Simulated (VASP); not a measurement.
KI:

```
CELL_PARAMETERS angstrom
0.00000 3.43689 3.54428
3.43689 0.00000 3.54428
3.43689 3.43689 0.00000
ATOMIC_POSITIONS crystal
K 0.00000 0.00000 0.00000
I 0.50000 0.50000 0.50000
```

This cell differs from its parent crystal: biaxial xy strain -3.0%.

Base run:

- Program: VASP 6.6.1
- Functional: r2SCAN
- Potentials or basis: VASP PAW PBE potentials, release 64 (K_sv, I)
- Cutoff: 520 eV
- k mesh: 6 × 6 × 6
- Occupations: gaussian, width 0.01 eV
- Spin: no spin polarisation

Its results: band gap on the k mesh 4.74 eV, direct; pressure 1.0 GPa.

Question: The run is repeated on the same cell with these changes: functional from r2SCAN to PBE; occupations from gaussian, width 0.01 eV to fermi-dirac, width 0.02 eV. What comes out?

Answer: Band gap on the k mesh 4.08 eV, direct; pressure 1.5 GPa.

Caveats: spin-orbit coupling is left out, which moves the levels of the heavy elements; the PAW data sets were made with another functional, which shifts forces and pressure a little (some runs).

